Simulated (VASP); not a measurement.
CuAu: single point with LDA

CuAu:

```xyz
2
Lattice="2.8107 0.0000 0.0000 0.0000 2.8107 0.0000 0.0000 0.0000 3.6850" Properties=species:S:1:pos:R:3 pbc="T T T"
Cu    1.4054    1.4054    1.8425
Au    0.0000    0.0000    0.0000
```

| Item | Value |
| --- | --- |
| Program | VASP 6.6.1 |
| Task | single point |
| Functional | LDA |
| Potentials or basis | VASP PAW LDA potentials, release 64 (Cu, Au) |
| Cutoff | 520 eV |
| k mesh | 12 × 12 × 9 |
| Occupations | fermi-dirac, width 0.08 eV |
| Spin | collinear spin |
| Starting moments | [0.15, 0.0] μB |
| Fixed moment | 0.15 μB |
| Dipole correction | no |
| Further INCAR settings | ALGO = Normal; EDIFF = 1e-07; NBANDS = 22 |

* Pressure: -8.4 GPa
* Net moment: 0.15 μB per cell
* Site moments: Cu +0.05; Au +0.07 μB
* Valence electrons inside the program's atomic spheres: Cu 9.93; Au 9.72

Stress tensor (GPa, compression positive):
```
-8.09  0.00  0.00
 0.00 -8.09  0.00
 0.00  0.00 -8.93
```

It took 100 s on 1 thread of AMD EPYC 9R14 (Zen 4), on a shared host, peak memory 0.22 GiB.

Caveat: the cell stands under tension; the total moment is fixed, so each spin has its own Fermi level and the state may be an excited one.
